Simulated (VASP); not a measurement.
## Fe: single point with PBEsol

Crystal: Fe.

```
Fe
1.0
    -1.44300    1.44300    1.44300
     1.44300   -1.44300    1.44300
     1.44300    1.44300   -1.44300
Fe
1
Direct
  0.00000 0.00000 0.00000
```

```yaml
Program: VASP 6.6.1
Task: single point
Functional: PBEsol
Potentials_or_basis: VASP PAW PBE potentials, release 64 (Fe)
Cutoff: 600 eV
k_mesh: 8 × 8 × 8
Occupations: gaussian, width 0.1 eV
Spin: collinear spin, ferromagnetic start
Starting_moments: "[4.0] μB"
```

```yaml
Pressure: -16.2 GPa
Net_moment: 2.36 μB per cell
Site_moments: Fe +2.36 μB
Valence_electrons_inside_the_program's_atomic_spheres: Fe 7.16
```

Levels at points of the mesh, in eV from the Fermi level:
Spin up:
```
           k point  band 3  band 4  band 5  band 6  band 7  band 8
(0.00, 0.00, 0.00)   -2.22   -2.22   -1.02   -1.02   24.44   24.44
(0.50, 0.00, 0.00)   -0.99   -0.85    0.26    0.51    6.85   17.87
(0.50, 0.50, 0.50)    0.01    0.01    0.01    9.50    9.50    9.50
```
Spin down:
| k point | band 1 | band 2 | band 3 | band 4 | band 5 | band 6 | band 7 |
| --- | --- | --- | --- | --- | --- | --- | --- |
| (0.00, 0.00, 0.00) | -7.90 | -0.07 | -0.07 | -0.07 | 1.72 | 1.72 | 24.30 |
| (0.50, 0.00, 0.00) | -3.24 | -1.28 | 0.69 | 1.62 | 1.96 | 2.74 | 8.35 |
| (0.50, 0.50, 0.50) | -2.64 | -2.64 | 2.45 | 2.45 | 2.45 | 9.86 | 9.86 |

Run time: 25 s on 1 thread of AMD EPYC 7R13 (shared host), peak memory 0.1 GiB.

Caveat: the k points lie up to 0.38 Å⁻¹ apart; the PAW data sets were made with another functional, which shifts forces and pressure a little.
